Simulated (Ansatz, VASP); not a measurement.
**AlNi in VASP and in Ansatz**

```xyz
2
Lattice="2.0213 -2.0213 0.0000 2.0213 2.0213 0.0000 0.0000 0.0000 2.8694" Properties=species:S:1:pos:R:3 pbc="T T T"
Al    0.0000    0.0000    0.0000
Ni    2.0213    0.0000    1.4347
```

Alike in both runs: functional PBEsol; k mesh 16 × 16 × 14; occupations gaussian, width 0.1 eV; no spin polarisation.

Ansatz relaxed the structure, and its values are those at the end. VASP's run is a single point on that final structure, the one shown.

|  | VASP | Ansatz |
| --- | --- | --- |
| version | VASP 6.6.1 | Ansatz 0.2.0 |
| potentials or method | VASP PAW PBE potentials, release 64 (Al, Ni), cutoff 520 eV | scalar-relativistic, plane waves, PAW |
| valence electrons in the cell | 13 | 21 |

```csv
,VASP,Ansatz,Ansatz less VASP
gap on the k mesh at the Fermi level (eV),none,none,-
pressure (GPa),0.1,0.0,-0.13
```

VASP's potentials were made for PBE, not for PBEsol. A gap of «none» marks a metal or a gap that the smearing closes. The functional is the same, so the differences come from potentials, cutoffs and numerics. VASP's potentials hold 13 valence electrons a cell and Ansatz's 21, so a difference there can come from the potentials and not from the codes.
